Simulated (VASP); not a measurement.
**CaO: single point with PBE**

CaO:

```xyz
2
Lattice="0.0000 2.4736 2.3976 2.4736 0.0000 2.3976 2.4736 2.4736 0.0000" Properties=species:S:1:pos:R:3 pbc="T T T"
Ca    0.0000    0.0000    0.0000
O     2.4736    2.4736    2.3976
```

This cell differs from its parent crystal: biaxial xy strain +3.2%.

| Quantity | Value |
| --- | --- |
| Program | VASP 6.6.1 |
| Task | single point |
| Functional | PBE |
| Potentials or basis | VASP PAW PBE potentials, release 64 (Ca_sv, O) |
| Cutoff | 520 eV |
| k mesh | 10 × 10 × 10 |
| Occupations | fermi-dirac, width 0.02 eV |
| Spin | no spin polarisation |
| Dipole correction | no |
| Further INCAR settings | ALGO = Normal; EDIFF = 1e-07; NBANDS = 15 |

```
Pressure               : -3.2 GPa
Band gap on the k mesh : 3.54 eV (least direct gap 4.01 eV)
```

Stress tensor (GPa, compression positive):
```
-4.52  0.00  0.00
 0.00 -4.52  0.00
 0.00  0.00 -0.60
```

Levels at points of the mesh, in eV from the valence-band top:
```csv
k point,band 5,band 6,band 7,band 8,band 9,band 10,band 11,band 12
"(0.00, 0.00, 0.00)",-15.47,-0.06,-0.06,0.00,4.21,5.98,5.98,6.18
"(0.50, 0.00, 0.00)",-14.48,-2.55,-1.15,-1.14,6.75,8.01,8.03,8.04
"(0.50, 0.50, 0.00)",-15.23,-1.25,-0.48,-0.48,3.54,7.64,8.54,9.13
"(0.50, 0.00, 0.50)",-15.24,-1.41,-0.42,-0.37,3.64,7.57,8.57,9.01
```

Wall time 27 s on 1 thread of Intel(R) Xeon(R) Platinum 8488C (Sapphire Rapids) (shared host), peak memory 0.19 GiB.

Caveat: the cell differs from its parent crystal (biaxial xy strain +3.2%); the cell stands under tension. A k mesh can miss the band edges.
